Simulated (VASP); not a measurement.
# ReF3 (Pm-3m) in VASP: single point with PBE+U

Aim: the single point of ReF3 with PBE+U.

All numbers are computed with VASP 6.6.1; they aren't measurements. Logs are shortened: lines on timing, memory, paths and dates and some standing lists are left out, and cuts for length are marked.

**1. The cell of the first run**

Symmetry: Pm-3m, No. 221, cubic system. The conventional cell has a = 4.109 Å, b = 4.109 Å, c = 4.109 Å, α = 90.00°, β = 90.00°, γ = 90.00°. Re (site symmetry m-3m) has 6 F at 2.05 Å within 2.7 Å. F (site symmetry 4/mmm) has 2 Re at 2.05 Å within 2.7 Å.

**2. Single point, PBE+U**

The input, INCAR:

```
SYSTEM = ReF3
PREC = Accurate
ENCUT = 700
EDIFF = 1E-6
ISMEAR = 0
SIGMA = 0.05
LREAL = .False.
LASPH = .True.
NELM = 200
ALGO = Normal
ISIF = 2
LWAVE = .False.
LCHARG = .False.
LMAXMIX = 4
LDAU = .True.
LDAUTYPE = 2
LDAUL = 2 -1
LDAUU = 2 0
LDAUJ = 0 0
LDAUPRINT = 1
GGA = PE
NBANDS = 26
GGA_COMPAT = .False.
```

The input, KPOINTS:

```
regular mesh
0
Gamma
  8 8 8
  0 0 0
```

The input, POSCAR:

```
ReF3
1.0
    4.1092632574      0.0000000000      0.0000000000
    0.0000000000      4.1092632574      0.0000000000
    0.0000000000      0.0000000000      4.1092632574
Re F
1 3
Direct
    0.0000000000      0.0000000000      0.0000000000
    0.5000000000      0.0000000000      0.0000000000
    0.0000000000      0.0000000000      0.5000000000
    0.0000000000      0.5000000000      0.0000000000
```

Potentials or basis: VASP PAW PBE potentials, release 64 (Re_sv_GW, F).

The run is started by

```bash
cat potpaw_PBE.64/Re_sv_GW/POTCAR potpaw_PBE.64/F/POTCAR > POTCAR
mpirun -np 1 vasp_std > vasp.out
```

OUTCAR:

```text
SYSTEM = ReF3
   PREC = Accurate
   ENCUT = 700
   EDIFF = 1E-6
   ISMEAR = 0
   LREAL = .False.
   LASPH = .True.
   NELM = 200
   ISIF = 2
   GGA = PE

 ion  position               nearest neighbor table
   1  0.000  0.000  0.000-   2 2.05   3 2.05   4 2.05   3 2.05   4 2.05   2 2.05
   2  0.500  0.000  0.000-   1 2.05   1 2.05
   3  0.000  0.000  0.500-   1 2.05   1 2.05
   4  0.000  0.500  0.000-   1 2.05   1 2.05

  LATTYP: Found a simple cubic cell.
 ALAT       =     4.1092632574

  Lattice vectors:

 A1 = (   4.1092632574,   0.0000000000,   0.0000000000)
 A2 = (   0.0000000000,   4.1092632574,   0.0000000000)
 A3 = (   0.0000000000,   0.0000000000,   4.1092632574)

Analysis of symmetry for initial positions (statically):
=====================================================================
 Subroutine PRICEL returns:
 Original cell was already a primitive cell.

 Routine SETGRP: Setting up the symmetry group for a
 simple cubic supercell.

 Subroutine GETGRP returns: Found 48 space group operations
 (whereof 48 operations were pure point group operations)
 out of a pool of 48 trial point group operations.

The static configuration has the point symmetry O_h .

Analysis of symmetry for dynamics (positions and initial velocities):
=====================================================================
 Subroutine PRICEL returns:
 Original cell was already a primitive cell.

 Routine SETGRP: Setting up the symmetry group for a
 simple cubic supercell.

 Subroutine GETGRP returns: Found 48 space group operations
 (whereof 48 operations were pure point group operations)
 out of a pool of 48 trial point group operations.

The dynamic configuration has the point symmetry O_h .

 Subroutine INISYM returns: Found 48 space group operations
 (whereof 48 operations are pure point group operations),
 and found     1 'primitive' translations

----------------------------------------------------------------------------------------

                                     Primitive cell

  volume of cell :      69.3892

  direct lattice vectors                    reciprocal lattice vectors
     4.109263257  0.000000000  0.000000000     0.243352625  0.000000000  0.000000000
     0.000000000  4.109263257  0.000000000     0.000000000  0.243352625  0.000000000
     0.000000000  0.000000000  4.109263257     0.000000000  0.000000000  0.243352625

  length of vectors
     4.109263257  4.109263257  4.109263257     0.243352625  0.243352625  0.243352625

  position of ions in fractional coordinates (direct lattice)
     0.000000000  0.000000000  0.000000000
     0.500000000  0.000000000  0.000000000
     0.000000000  0.000000000  0.500000000
     0.000000000  0.500000000  0.000000000

  ion indices of the primitive-cell ions
   primitive index   ion index
                 1           1
                 2           2
                 3           3
                 4           4

----------------------------------------------------------------------------------------

 KPOINTS: regular mesh

Automatic generation of k-mesh.
 Grid dimensions read from file:
 generate k-points for:    8    8    8

 Generating k-lattice:

  Cartesian coordinates                     Fractional coordinates (reciprocal lattice)
     0.030419078  0.000000000  0.000000000     0.125000000  0.000000000  0.000000000
     0.000000000  0.030419078  0.000000000     0.000000000  0.125000000  0.000000000
     0.000000000  0.000000000  0.030419078     0.000000000  0.000000000  0.125000000

  Length of vectors
     0.030419078  0.030419078  0.030419078

  Shift w.r.t. Gamma in fractional coordinates (k-lattice)
     0.000000000  0.000000000  0.000000000

 Subroutine IBZKPT returns following result:
 ===========================================

 Found     35 irreducible k-points:

 Following reciprocal coordinates:
            Coordinates               Weight
  0.000000  0.000000  0.000000      1.000000
  0.125000  0.000000  0.000000      6.000000
  0.250000  0.000000  0.000000      6.000000
  0.375000  0.000000  0.000000      6.000000
  0.500000  0.000000  0.000000      3.000000
  0.125000  0.125000  0.000000     12.000000
[... 16 lines left out ...]
  0.375000  0.375000  0.125000     24.000000
  0.500000  0.375000  0.125000     24.000000
 [... further k-points ...]
   k-points           NKPTS =     35   k-points in BZ     NKDIM =     35   number of bands    NBANDS=     26
   number of dos      NEDOS =    301   number of ions     NIONS =      4
   total plane-waves  NPLWV =  46656
   dimension x,y,z NGX =    36 NGY =   36 NGZ =   36
   dimension x,y,z NGXF=    72 NGYF=   72 NGZF=   72
   ions per type =               1   3
   NGX,Y,Z   is equivalent  to a cutoff of  14.56, 14.56, 14.56 a.u.
   NGXF,Y,Z  is equivalent  to a cutoff of  29.13, 29.13, 29.13 a.u.
 SYSTEM =  ReF3
   PREC   = accura    normal or accurate (medium, high low for compatibility)
   ISTART =      0    job   : 0-new  1-cont  2-samecut
   ICHARG =      2    charge: 1-file 2-atom 10-const
   ISPIN  =      1    spin polarized calculation?
   LNONCOLLINEAR =      F non collinear calculations
   LSORBIT =      F    spin-orbit coupling
   LASPH  =      T    aspherical Exc in radial PAW
   ENCUT  =  700.0 eV  51.45 Ry    7.17 a.u.   8.86  8.86  8.86*2*pi/ulx,y,z
   NELM   =    200;   NELMIN=  2; NELMDL= -5     # of ELM steps
   EDIFF  = 0.1E-05   stopping-criterion for ELM
   LREAL  =      F    real-space projection
   EDIFFG = 0.1E-04   stopping-criterion for IOM
   NSW    =      0    number of steps for IOM
   IBRION =     -1    ionic relax: 0-MD 1-quasi-New 2-CG
   NFREE  =      0    steps in history (QN), initial steepest desc. (CG)
   ISIF   =      2    stress and relaxation
   ISYM   =      2    0-nonsym 1-usesym 2-fastsym
   POTIM  = 0.5000    time-step for ionic-motion
   TEBEG  =    0.0;   TEEND  =   0.0 temperature during run
   PSTRESS=    0.0 pullay stress
   NELECT =      36.0000    total number of electrons
   NUPDOWN=      -1.0000    fix difference up-down
   EMIN   =  10.00;   EMAX   =-10.00  energy-range for DOS
   EFERMI =   0.00;   METHOD = LEGACY
   ISMEAR =     0;   SIGMA  =   0.05  broadening in eV -4-tet -1-fermi 0-gaus
   EFERMI_NEDOS =   21; number of points for ismear=-14 and -15
   IALGO  =     38    algorithm
   IMIX   =      4    mixing-type and parameters
     AMIX     =   0.40;   BMIX     =  1.00
     AMIX_MAG =   1.60;   BMIX_MAG =  1.00
  volume/ion in A,a.u.               =      17.35       117.07
  Fermi-wavevector in a.u.,A,eV,Ry     =   1.315462  2.485863 23.544076  1.730441
  Thomas-Fermi vector in A             =   2.445643
   LORBIT       =      0    0 simple, 1 ext, 2 COOP (PROOUT), +10 PAW based schemes
 LDA+U is selected, type is set to LDAUTYPE =  2
   angular momentum for each species LDAUL =     2   -1
   U (eV)           for each species LDAUU =   2.0  0.0
   J (eV)           for each species LDAUJ =   0.0  0.0
   GGA     = PE    functional components
   LHFCALC =     F    Hartree Fock is set to
   AEXX    =    0.0000 exact exchange contribution
   IVDW    =     0    specifies the selected vdW correction
   LEPSILON=     F    determine dielectric tensor
   LRPA    =     F    only Hartree local field effects (RPA)
 non-spin polarized calculation
 Gauss-broadening in eV      SIGMA  =   0.05
  energy-cutoff  :      700.00
  volume of cell :       69.39
 maximum number of plane-waves:      2968
 NGX is ok and might be reduce to    36
   NGX = 17   NGY = 17   NGZ = 17

atom =   1  type =  1  l = 2

 onsite density matrix

spin component  1

  0.5789  0.0000  0.0000 -0.0000  0.0000
  0.0000  0.5789  0.0000 -0.0000 -0.0000
  0.0000  0.0000  0.1517 -0.0000 -0.0000
 -0.0000 -0.0000 -0.0000  0.5789  0.0000
  0.0000 -0.0000 -0.0000  0.0000  0.1517

spin component  2

  0.5789  0.0000  0.0000 -0.0000  0.0000
  0.0000  0.5789  0.0000 -0.0000 -0.0000
  0.0000  0.0000  0.1517 -0.0000 -0.0000
 -0.0000 -0.0000 -0.0000  0.5789  0.0000
  0.0000 -0.0000 -0.0000  0.0000  0.1517

 occupancies and eigenvectors

  o =  0.1517  v =  0.0000  0.0000  0.0087 -0.0000  1.0000  0.0000  0.0000  0.0000  0.0000  0.0000      0.0000  0.0000  0.0000  0.0000  0.0000  0.0000  0.0000  0.0000  0.0000  0.0000
  o =  0.1517  v =  0.0000  0.0000  0.0000  0.0000  0.0000  0.0000  0.0000  0.0087 -0.0000  1.0000      0.0000  0.0000  0.0000  0.0000  0.0000  0.0000  0.0000  0.0000  0.0000  0.0000
  o =  0.1517  v =  0.0000 -0.0000  1.0000  0.0000 -0.0087  0.0000  0.0000  0.0000  0.0000  0.0000      0.0000  0.0000  0.0000  0.0000  0.0000  0.0000  0.0000  0.0000  0.0000  0.0000
  o =  0.1517  v =  0.0000  0.0000  0.0000  0.0000  0.0000  0.0000 -0.0000  1.0000  0.0000 -0.0087      0.0000  0.0000  0.0000  0.0000  0.0000  0.0000  0.0000  0.0000  0.0000  0.0000
  o =  0.5789  v =  0.0000  0.0000  0.0000  0.0000  0.0000  0.0000  0.6816 -0.0000  0.7317  0.0000      0.0000  0.0000  0.0000  0.0000  0.0000  0.0000  0.0000  0.0000  0.0000  0.0000
  o =  0.5789  v =  0.0000  0.6816 -0.0000  0.7317  0.0000  0.0000  0.0000  0.0000  0.0000  0.0000      0.0000  0.0000  0.0000  0.0000  0.0000  0.0000  0.0000  0.0000  0.0000  0.0000
  o =  0.5789  v =  0.0000  0.0000  0.0000  0.0000  0.0000  0.0000  0.7317  0.0000 -0.6816  0.0000      0.0000  0.0000  0.0000  0.0000  0.0000  0.0000  0.0000  0.0000  0.0000  0.0000
  o =  0.5789  v =  0.0000  0.7317  0.0000 -0.6816  0.0000  0.0000  0.0000  0.0000  0.0000  0.0000      0.0000  0.0000  0.0000  0.0000  0.0000  0.0000  0.0000  0.0000  0.0000  0.0000
  o =  0.5789  v =  0.0000  0.0000  0.0000  0.0000  0.0000  1.0000  0.0000  0.0000  0.0000  0.0000      0.0000  0.0000  0.0000  0.0000  0.0000  0.0000  0.0000  0.0000  0.0000  0.0000
  o =  0.5789  v =  1.0000  0.0000  0.0000  0.0000  0.0000  0.0000  0.0000  0.0000  0.0000  0.0000      0.0000  0.0000  0.0000  0.0000  0.0000  0.0000  0.0000  0.0000  0.0000  0.0000

 number of electron      35.9999971 magnetization

 Free energy of the ion-electron system (eV)
  ---------------------------------------------------
  ext. energy  EPLUGINS =         0.00000000
  ---------------------------------------------------
  free energy    TOTEN  =       -22.96422609 eV

  energy without entropy =      -22.96163843  energy(sigma->0) =      -22.96293226

 E-fermi :   2.3582     XC(G=0):  -8.4331

 val. band max:        2.3219861647   @ k =   0.5000   0.5000   0.1250
 cond. band min:       2.4350833671   @ k =   0.3750   0.2500   0.2500
 fundamental gap:      0.1130972024
 Fermi energy:         2.3581628847

 k-point     1 :       0.0000    0.0000    0.0000
  band No.  band energies     occupation
      1     -78.8029      2.00000
      2     -40.6456      2.00000
      3     -40.6456      2.00000
      4     -40.6456      2.00000
      5     -23.2932      2.00000
      6     -22.9315      2.00000
[... 18 lines left out ...]
     25      13.3616      0.00000
     26      13.3617      0.00000

 k-point     2 :       0.1250    0.0000    0.0000
  band No.  band energies     occupation
      1     -78.8028      2.00000
      2     -40.6506      2.00000
      3     -40.6455      2.00000
      4     -40.6455      2.00000
      5     -23.2657      2.00000
      6     -22.9310      2.00000
[... 18 lines left out ...]
     25      13.4192      0.00000
     26      13.4214      0.00000

 k-point     3 :       0.2500    0.0000    0.0000
  band No.  band energies     occupation
      1     -78.8027      2.00000
      2     -40.6627      2.00000
      3     -40.6452      2.00000
      4     -40.6452      2.00000
      5     -23.2141      2.00000
      6     -22.9297      2.00000
[... 18 lines left out ...]
     25      13.6078      0.00000
     26      13.6078      0.00000

 k-point     4 :       0.3750    0.0000    0.0000
  band No.  band energies     occupation
      1     -78.8027      2.00000
      2     -40.6748      2.00000
      3     -40.6449      2.00000
      4     -40.6449      2.00000
      5     -23.1803      2.00000
      6     -22.9284      2.00000
[... 18 lines left out ...]
     25      13.9543      0.00000
     26      13.9543      0.00000
[... 496 lines left out ...]
      1     -78.8026      2.00000
      2     -40.6793      2.00000
      3     -40.6618      2.00000
      4     -40.6494      2.00000
      5     -23.0301      2.00000
      6     -22.8187      2.00000
[... 18 lines left out ...]
     25      12.0853      0.00000
     26      13.5704      0.00000

 k-point    23 :       0.3750    0.3750    0.1250
  band No.  band energies     occupation
      1     -78.8026      2.00000
      2     -40.6740      2.00000
      3     -40.6740      2.00000
      4     -40.6493      2.00000
      5     -23.0061      2.00000
      6     -22.7207      2.00000
[... 18 lines left out ...]
     25      11.8077      0.00000
     26      13.2524      0.00000

 k-point    24 :       0.5000    0.3750    0.1250
  band No.  band energies     occupation
      1     -78.8025      2.00000
      2     -40.6790      2.00000
      3     -40.6739      2.00000
      4     -40.6492      2.00000
      5     -22.9980      2.00000
      6     -22.7087      2.00000
[... 18 lines left out ...]
     25      10.8255      0.00000
     26      13.7528      0.00000

 [... further k-points ...]
[... 5 lines left out ...]
  --------------------------------------------------------------------------------------
  -------------------------------------------------------------------------------------
  Total       -1.9369967     -1.9369967     -1.9369967     -0.0000000     -0.0000000      0.0000000
  in kB      -44.7247136    -44.7247136    -44.7247136     -0.0000000     -0.0000000      0.0000000
  external PRESSURE =     -44.7247136 kB  Pullay stress =       0.0000000 kB

 VOLUME and BASIS-vectors are now :
 -----------------------------------------------------------------------------
  energy-cutoff  :      700.00
  volume of cell :       69.39
      direct lattice vectors                 reciprocal lattice vectors
     4.109263257  0.000000000  0.000000000     0.243352625  0.000000000  0.000000000
     0.000000000  4.109263257  0.000000000     0.000000000  0.243352625  0.000000000
     0.000000000  0.000000000  4.109263257     0.000000000  0.000000000  0.243352625

 POSITION                                       TOTAL-FORCE (eV/Angst)
 -----------------------------------------------------------------------------------
      0.00000      0.00000      0.00000         0.000000      0.000000      0.000000
      2.05463      0.00000      0.00000         0.000000      0.000000      0.000000
      0.00000      0.00000      2.05463         0.000000      0.000000      0.000000
      0.00000      2.05463      0.00000         0.000000      0.000000      0.000000
 -----------------------------------------------------------------------------------
    total drift:                                0.000000      0.000000     -0.000000

  FREE ENERGIE OF THE ION-ELECTRON SYSTEM (eV)
  ---------------------------------------------------
  free  energy   TOTEN  =       -22.9642260947 eV

  energy  without entropy=      -22.9616384319  energy(sigma->0) =      -22.96293226
```

Wall time 45 s (1 thread of Intel Xeon Platinum 8488C (Sapphire Rapids), shared host); peak memory 0.26 GiB.

What came out:

* Free energy: -22.9642 eV
* Pressure: -4.5 GPa
* Band gap on the k mesh: zero (bands 18 and 19 overlap by 2.11 eV)

Levels at points of the mesh, in eV from the Fermi level:
```
           k point  band 14  band 15  band 16  band 17  band 18  band 19  band 20  band 21  band 22  band 23
(0.00, 0.00, 0.00)    -5.92    -5.92    -5.92    -1.40    -1.40    -1.40     1.35     1.35     1.66     8.06
(0.50, 0.00, 0.00)    -6.01    -5.97    -5.97    -1.37    -0.18    -0.18     1.38     2.28     5.10     5.78
(0.50, 0.50, 0.00)    -6.24    -6.24    -5.40    -0.15    -0.15     0.69     1.90     5.23     7.12     7.21
(0.50, 0.50, 0.50)    -5.40    -5.40    -5.40     0.71     0.71     0.71     5.24     5.24     6.85     8.80
```

Eigenvalues of the final occupation matrices:
| site | spin | trace | eigenvalues |
| --- | --- | --- | --- |
| site 1 d | 1 | 2.04 | 0.15 0.15 0.58 0.58 0.58 |
| site 1 d | 2 | 2.04 | 0.15 0.15 0.58 0.58 0.58 |

Caveat: the cell stands under tension; spin-orbit coupling is left out, which moves the levels of the heavy elements; U without spin polarisation on a metal has little footing.

The gap in the log of VASP goes by the Fermi energy; the results here count the filled bands.